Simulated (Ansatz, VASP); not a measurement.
## Two plane-wave programs on Si2Ge

```xyz
12
Lattice="5.5128 0.0000 0.0522 0.0000 2.5448 0.0000 -0.3054 0.0000 14.0422" Properties=species:S:1:pos:R:3 pbc="T T T"
Si    1.7630    0.0000   14.0481
Si    4.8265    0.0000    0.0580
Si    0.3926    0.0000   11.8162
Si    3.1884    0.0000   11.8620
Si    0.6674    0.0000    2.2247
Si    3.4105    0.0000    2.2559
Si    0.5950    0.0000    7.0373
Si    3.2311    0.0000    7.0420
Ge    1.8748    0.0000    9.4795
Ge    4.6273    0.0000    9.3878
Ge    1.9568    0.0000    4.6227
Ge    4.7115    0.0000    4.7322
```

Change from the starting cell: the structure that the rattled cell fell into.

Alike in both runs: functional PBE; k mesh 4 × 6 × 2; occupations gaussian, width 0.1 eV; no spin polarisation.

Ansatz relaxed the structure, and its values are those at the end. VASP's run is a single point on that final structure, the one shown.

```csv
,VASP,Ansatz
version,VASP 6.6.1,Ansatz 0.2.0
potentials or method,"VASP PAW PBE potentials, release 64 (Si, Ge_d), cutoff 520 eV","scalar-relativistic, plane waves, PAW"
valence electrons in the cell,88,88
```

|  | VASP | Ansatz | Ansatz less VASP |
| --- | --- | --- | --- |
| gap on the k mesh at the Fermi level (eV) | none | none | - |
| pressure (GPa) | -0.1 | 0.0 | +0.07 |
| rms of the force components (eV/Å) | 0.005 | 0.005 | -0.0001 |

A gap of «none» marks a metal or a gap that the smearing closes.

The k mesh is coarse, so the values compare programs but aren't converged.
